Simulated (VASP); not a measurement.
# Mo6C in VASP: further runs

Runs on Mo6C. Level: PBE. Tasks: single point.

Program: VASP 6.6.1. These are calculated values, not measurements. Logs are shortened: lines on timing, memory, paths and dates and some standing lists are left out, and cuts for length are marked.

### 1 The cell of the first run

The cell holds a slab with vacuum, 7 atoms: a = 4.470 Å, b = 4.470 Å, c = 19.760 Å, α = 90.00°, β = 90.00°, γ = 120.00°.

### 2 Single point, PBE

INCAR

```
  PREC = Accurate
  ENCUT = 520
  EDIFF = 1E-6
  ISMEAR = 0
  SIGMA = 0.1
  LREAL = F
  LASPH = T
  NELM = 60
  ALGO = Normal
  ISIF = 2
  LWAVE = F
  LCHARG = F
  LDIPOL = T
  IDIPOL = 3
  DIPOL = 0.5 0.5 0.335
  GGA = PE
  NBANDS = 53
```

KPOINTS

```
regular mesh
0
Gamma
  6 6 1
```

POSCAR

```
Mo6C
1.0
    4.4695765307      0.0000000000      0.0000000000
   -2.2347882654      3.8707668198      0.0000000000
    0.0000000000      0.0000000000     19.7595667302
Mo C
6 1
Direct
    0.6666666667      0.3333333333      0.2024335885
    0.3333333334      0.6666666667      0.2486060831
    0.0000000000      0.0000000000      0.2947785778
    0.6666666667      0.3333333333      0.3368821123
    0.3333333334      0.6666666667      0.3779725567
    0.0000000000      0.0000000000      0.4180034331
    0.2222222222      0.4444444444      0.4638681066
```

Potentials or basis: VASP PAW PBE potentials, release 64 (Mo_sv, C).

On the command line:

```console
$ cat potpaw_PBE.64/Mo_sv/POTCAR potpaw_PBE.64/C/POTCAR > POTCAR
$ mpirun -np 1 vasp_std > vasp.out
```

OUTCAR:

```text
PREC = Accurate
   ENCUT = 520
   EDIFF = 1E-6
   ISMEAR = 0
   LREAL = F
   LASPH = T
   NELM = 60
   ISIF = 2
   GGA = PE

 ion  position               nearest neighbor table
   1  0.667  0.333  0.202-   4 2.66   2 2.74   2 2.74   2 2.74   3 3.16   3 3.16   3 3.16
   2  0.333  0.667  0.249-   5 2.56   1 2.74   1 2.74   1 2.74   3 2.74   3 2.74   3 2.74   4 3.11
                             4 3.11   4 3.11
   3  0.000  0.000  0.295-   6 2.43   4 2.71   4 2.71   4 2.71   2 2.74   2 2.74   2 2.74   5 3.06
                             5 3.06   5 3.06   1 3.16   1 3.16   1 3.16
   4  0.667  0.333  0.337-   1 2.66   5 2.71   5 2.71   5 2.71   3 2.71   3 2.71   3 2.71   6 3.04
                             6 3.04   6 3.04   2 3.11   2 3.11   2 3.11
   5  0.333  0.667  0.378-   7 1.90   2 2.56   6 2.70   6 2.70   6 2.70   4 2.71   4 2.71   4 2.71
                             3 3.06   3 3.06   3 3.06
   6  0.000  0.000  0.418-   7 1.94   3 2.43   5 2.70   5 2.70   5 2.70   4 3.04   4 3.04   4 3.04

   7  0.222  0.444  0.464-   5 1.90   6 1.94

  LATTYP: Found a hexagonal cell.
 ALAT       =     4.4695765307
 C/A-ratio  =     4.4209035452

  Lattice vectors:

 A1 = (   4.4695765307,   0.0000000000,   0.0000000000)
 A2 = (  -2.2347882654,   3.8707668198,   0.0000000000)
 A3 = (   0.0000000000,   0.0000000000,  19.7595667302)

Analysis of symmetry for initial positions (statically):
=====================================================================
 Subroutine PRICEL returns:
 Original cell was already a primitive cell.

 Routine SETGRP: Setting up the symmetry group for a
 hexagonal supercell.

 Subroutine GETGRP returns: Found  2 space group operations
 (whereof  2 operations were pure point group operations)
 out of a pool of 24 trial point group operations.

The static configuration has the point symmetry C_1h.

Analysis of symmetry for dynamics (positions and initial velocities):
=====================================================================
 Subroutine PRICEL returns:
 Original cell was already a primitive cell.

 Routine SETGRP: Setting up the symmetry group for a
 hexagonal supercell.

 Subroutine GETGRP returns: Found  2 space group operations
 (whereof  2 operations were pure point group operations)
 out of a pool of 24 trial point group operations.

The dynamic configuration has the point symmetry C_1h.

 Subroutine INISYM returns: Found  2 space group operations
 (whereof  2 operations are pure point group operations),
 and found     1 'primitive' translations

----------------------------------------------------------------------------------------

                                     Primitive cell

  volume of cell :     341.8541

  direct lattice vectors                    reciprocal lattice vectors
     4.469576531  0.000000000  0.000000000     0.223734842  0.129173371  0.000000000
    -2.234788265  3.870766820  0.000000000     0.000000000  0.258346743  0.000000000
     0.000000000  0.000000000 19.759566730     0.000000000  0.000000000  0.050608397

  length of vectors
     4.469576531  4.469576531 19.759566730     0.258346743  0.258346743  0.050608397

  position of ions in fractional coordinates (direct lattice)
     0.666666667  0.333333333  0.202433588
     0.333333333  0.666666667  0.248606083
     0.000000000  0.000000000  0.294778578
     0.666666667  0.333333333  0.336882112
     0.333333333  0.666666667  0.377972557
     0.000000000  0.000000000  0.418003433
     0.222222222  0.444444444  0.463868107

  ion indices of the primitive-cell ions
   primitive index   ion index
                 1           1
                 2           2
                 3           3
                 4           4
                 5           5
                 6           6
                 7           7

----------------------------------------------------------------------------------------

 KPOINTS: regular mesh

Automatic generation of k-mesh.
 Grid dimensions read from file:
 generate k-points for:    6    6    1

 Generating k-lattice:

  Cartesian coordinates                     Fractional coordinates (reciprocal lattice)
     0.037289140  0.021528895  0.000000000     0.166666667  0.000000000  0.000000000
     0.000000000  0.043057790  0.000000000     0.000000000  0.166666667  0.000000000
     0.000000000  0.000000000  0.050608397     0.000000000  0.000000000  1.000000000

  Length of vectors
     0.043057790  0.043057790  0.050608397

  Shift w.r.t. Gamma in fractional coordinates (k-lattice)
     0.000000000  0.000000000  0.000000000

 Subroutine IBZKPT returns following result:
 ===========================================

 Found     13 irreducible k-points:

 Following reciprocal coordinates:
            Coordinates               Weight
  0.000000  0.000000  0.000000      1.000000
  0.166667  0.000000  0.000000      4.000000
  0.000000  0.166667  0.000000      2.000000
  0.333333 -0.000000  0.000000      4.000000
  0.000000  0.333333  0.000000      2.000000
  0.500000 -0.000000  0.000000      2.000000
  0.000000  0.500000  0.000000      1.000000
  0.166667  0.166667  0.000000      4.000000
 -0.333333  0.166667  0.000000      2.000000
  0.333333  0.166667  0.000000      4.000000
 -0.166667  0.500000  0.000000      4.000000
  0.500000  0.333333  0.000000      4.000000
  0.333333  0.333333  0.000000      2.000000
   k-points           NKPTS =     13   k-points in BZ     NKDIM =     13   number of bands    NBANDS=     53
   number of dos      NEDOS =    301   number of ions     NIONS =      7
   total plane-waves  NPLWV = 194400
   dimension x,y,z NGX =    36 NGY =   36 NGZ =  150
   dimension x,y,z NGXF=    72 NGYF=   72 NGZF=  300
   ions per type =               6   1
   NGX,Y,Z   is equivalent  to a cutoff of  13.39, 13.39, 12.62 a.u.
   NGXF,Y,Z  is equivalent  to a cutoff of  26.78, 26.78, 25.24 a.u.
 SYSTEM =  unknown system
   PREC   = accura    normal or accurate (medium, high low for compatibility)
   ISTART =      0    job   : 0-new  1-cont  2-samecut
   ICHARG =      2    charge: 1-file 2-atom 10-const
   ISPIN  =      1    spin polarized calculation?
   LNONCOLLINEAR =      F non collinear calculations
   LSORBIT =      F    spin-orbit coupling
   LASPH  =      T    aspherical Exc in radial PAW
   ENCUT  =  520.0 eV  38.22 Ry    6.18 a.u.   8.31  8.31 36.74*2*pi/ulx,y,z
   NELM   =     60;   NELMIN=  2; NELMDL= -5     # of ELM steps
   EDIFF  = 0.1E-05   stopping-criterion for ELM
   LREAL  =      F    real-space projection
   EDIFFG = 0.1E-04   stopping-criterion for IOM
   NSW    =      0    number of steps for IOM
   IBRION =     -1    ionic relax: 0-MD 1-quasi-New 2-CG
   NFREE  =      0    steps in history (QN), initial steepest desc. (CG)
   ISIF   =      2    stress and relaxation
   ISYM   =      2    0-nonsym 1-usesym 2-fastsym
   POTIM  = 0.5000    time-step for ionic-motion
   TEBEG  =    0.0;   TEEND  =   0.0 temperature during run
   PSTRESS=    0.0 pullay stress
   NELECT =      88.0000    total number of electrons
   NUPDOWN=      -1.0000    fix difference up-down
   EMIN   =  10.00;   EMAX   =-10.00  energy-range for DOS
   EFERMI =   0.00;   METHOD = LEGACY
   ISMEAR =     0;   SIGMA  =   0.10  broadening in eV -4-tet -1-fermi 0-gaus
   EFERMI_NEDOS =   21; number of points for ismear=-14 and -15
   IALGO  =     38    algorithm
   IMIX   =      4    mixing-type and parameters
     AMIX     =   0.40;   BMIX     =  1.00
     AMIX_MAG =   1.60;   BMIX_MAG =  1.00
  volume/ion in A,a.u.               =      48.84       329.56
  Fermi-wavevector in a.u.,A,eV,Ry     =   1.041411  1.967981 14.756017  1.084537
  Thomas-Fermi vector in A             =   2.176030
   LORBIT       =      0    0 simple, 1 ext, 2 COOP (PROOUT), +10 PAW based schemes
   GGA     = PE    functional components
   LHFCALC =     F    Hartree Fock is set to
   AEXX    =    0.0000 exact exchange contribution
   IVDW    =     0    specifies the selected vdW correction
   LEPSILON=     F    determine dielectric tensor
   LRPA    =     F    only Hartree local field effects (RPA)
 non-spin polarized calculation
 Gauss-broadening in eV      SIGMA  =   0.10
  energy-cutoff  :      520.00
  volume of cell :      341.85
 maximum number of plane-waves:      9223
 NGX is ok and might be reduce to    36
   NGX = 17   NGY = 17   NGZ = 73

 dipolmoment           0.000000      0.000000     -0.645964 electrons x Angstroem

 number of electron      88.0000007 magnetization

 dipolmoment           0.000000      0.000000      0.161297 electrons x Angstroem

 Free energy of the ion-electron system (eV)
  ---------------------------------------------------
  ext. energy  EPLUGINS =         0.00000000
  ---------------------------------------------------
  free energy    TOTEN  =       -66.32577628 eV

  energy without entropy =      -66.29448461  energy(sigma->0) =      -66.31013045

 E-fermi :   0.4928     XC(G=0):  -5.0024

 val. band max:        0.4908635114   @ k =   0.3333   0.3333   0.0000
 cond. band min:       0.5307067166   @ k =  -0.3333   0.1667   0.0000
 fundamental gap:      0.0398432052
 Fermi energy:         0.4928356066

 k-point     1 :       0.0000    0.0000    0.0000
  band No.  band energies     occupation
      1     -60.6569      2.00000
      2     -60.4280      2.00000
      3     -60.3837      2.00000
      4     -60.3307      2.00000
      5     -60.2446      2.00000
      6     -60.1407      2.00000
[... 45 lines left out ...]
     52       2.5745      0.00000
     53       2.5784      0.00000

 k-point     2 :       0.1667    0.0000    0.0000
  band No.  band energies     occupation
      1     -60.6370      2.00000
      2     -60.4350      2.00000
      3     -60.3752      2.00000
      4     -60.3294      2.00000
      5     -60.2557      2.00000
      6     -60.1532      2.00000
[... 45 lines left out ...]
     52       2.4166      0.00000
     53       2.5837      0.00000

 k-point     3 :       0.0000    0.1667    0.0000
  band No.  band energies     occupation
      1     -60.6369      2.00000
      2     -60.4350      2.00000
      3     -60.3751      2.00000
      4     -60.3294      2.00000
      5     -60.2560      2.00000
      6     -60.1534      2.00000
[... 45 lines left out ...]
     52       2.3056      0.00000
     53       2.5690      0.00000
[... 449 lines left out ...]
 k-point    12 :       0.5000    0.3333    0.0000
  band No.  band energies     occupation
      1     -60.5530      2.00000
      2     -60.4747      2.00000
      3     -60.3442      2.00000
      4     -60.3263      2.00000
      5     -60.2883      2.00000
      6     -60.2025      2.00000
[... 45 lines left out ...]
     52       2.1475      0.00000
     53       2.2746      0.00000

 k-point    13 :       0.3333    0.3333    0.0000
  band No.  band energies     occupation
      1     -60.5314      2.00000
      2     -60.4837      2.00000
      3     -60.3383      2.00000
      4     -60.3346      2.00000
      5     -60.2863      2.00000
      6     -60.2153      2.00000
[... 45 lines left out ...]
     52       1.8798      0.00000
     53       2.4539      0.00000

------------------------ aborting loop because EDIFF is reached ----------------------------------------

 vacuum level on the upper side and lower side of the slab       (xc-potential included)         0.762        -0.826

  FORCE on cell =-STRESS in cart. coord.  units (eV):
  Direction    XX          YY          ZZ          XY          YZ          ZX
  --------------------------------------------------------------------------------------
  -------------------------------------------------------------------------------------
  Total       -3.8332290      0.8128561      3.5936462     -0.0000000     -1.7630119      0.0000000
  in kB      -17.9653028      3.8096358     16.8424432     -0.0000000     -8.2627579      0.0000000
  external PRESSURE =       0.8955921 kB  Pullay stress =       0.0000000 kB

 VOLUME and BASIS-vectors are now :
 -----------------------------------------------------------------------------
  energy-cutoff  :      520.00
  volume of cell :      341.85
      direct lattice vectors                 reciprocal lattice vectors
     4.469576531  0.000000000  0.000000000     0.223734842  0.129173371  0.000000000
    -2.234788265  3.870766820  0.000000000     0.000000000  0.258346743  0.000000000
     0.000000000  0.000000000 19.759566730     0.000000000  0.000000000  0.050608397

 POSITION                                       TOTAL-FORCE (eV/Angst)
 -----------------------------------------------------------------------------------
      2.23479      1.29026      4.00000         0.000000     -0.069854      2.308723
      0.00000      2.58051      4.91235         0.000000     -0.037409     -1.900296
      0.00000      0.00000      5.82470        -0.000000      0.638854     -2.141063
      2.23479      1.29026      6.65664         0.000000     -0.228723     -1.258046
      0.00000      2.58051      7.46857        -0.000000      1.135963      0.202780
      0.00000      0.00000      8.25957         0.000000     -1.330515      2.755303
     -0.00000      1.72034      9.16583         0.000000     -0.108314      0.032600
 -----------------------------------------------------------------------------------
    total drift:                               -0.000002     -0.000020      0.000299

  FREE ENERGIE OF THE ION-ELECTRON SYSTEM (eV)
  ---------------------------------------------------
  free  energy   TOTEN  =       -66.3257762834 eV

  energy  without entropy=      -66.2944846123  energy(sigma->0) =      -66.31013045

 vacuum level on the upper side and lower side of the slab         5.764         4.051
```

Run time: 6.2 min. Hardware: 1 thread of Intel Xeon 6975P-C (Granite Rapids), shared host; peak memory 0.55 GiB.

What came out:

```yaml
Free_energy: -66.3258 eV
Largest_force: 3.060 eV/Å
Band_gap_on_the_k_mesh: zero (bands 44 and 45 overlap by 0.13 eV)
```

Forces in eV/Å, atoms in the order of the input:
```
Mo   0.000 -0.070  2.309
Mo   0.000 -0.037 -1.900
Mo   0.000  0.639 -2.141
Mo   0.000 -0.229 -1.258
Mo   0.000  1.136  0.203
Mo   0.000 -1.331  2.755
C    0.000 -0.108  0.033
```

Levels at points of the mesh, in eV from the Fermi level:
```
           k point  band 40  band 41  band 42  band 43  band 44  band 45  band 46  band 47  band 48  band 49
(0.00, 0.00, 0.00)    -1.54    -1.24    -1.21    -0.99    -0.67     0.47     1.02     1.04     1.13     1.22
(0.50, 0.00, 0.00)    -1.51    -1.07    -0.93    -0.43     0.05     0.16     0.31     0.61     1.26     1.43
(0.00, 0.50, 0.00)    -1.35    -1.18    -0.99    -0.83    -0.01     0.09     0.17     0.27     1.19     1.59
```

(Part 1 of 3 ends here.)
